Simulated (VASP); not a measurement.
**MgO (Periclase): single point with PBE+D4**

MgO (Periclase):

```xyz
2
Lattice="0.0000 2.1128 2.1128 2.1128 0.0000 2.1128 2.1128 2.1128 0.0000" Properties=species:S:1:pos:R:3 pbc="T T T"
Mg    0.0000    0.0000    0.0000
O     2.1128    2.1128    2.1128
```

| Item | Value |
| --- | --- |
| Program | VASP 6.6.1 |
| Task | single point |
| Functional | PBE |
| Dispersion | D4 |
| Potentials or basis | VASP PAW PBE potentials, release 64 (Mg, O) |
| Cutoff | 600 eV |
| k mesh | 5 × 5 × 5 |
| Occupations | gaussian, width 0.01 eV |
| Spin | no spin polarisation |

The pressure is -1.0 GPa. The band gap on the k mesh is 4.63 eV, direct and the dispersion energy per atom is -0.164 eV.

Levels at points of the mesh, in eV from the valence-band top:
```csv
k point,band 1,band 2,band 3,band 4,band 5,band 6,band 7,band 8,band 9
"(0.00, 0.00, 0.00)",-17.21,0.00,0.00,0.00,4.63,15.75,15.75,15.75,19.64
```

Run time: 11 s on 1 thread of AMD EPYC 7R13, with other jobs on the host, peak memory 0.11 GiB.

Caveat: the k points lie up to 0.52 Å⁻¹ apart. Expect the measured gap to be larger: semilocal functionals such as PBE lack the derivative discontinuity.
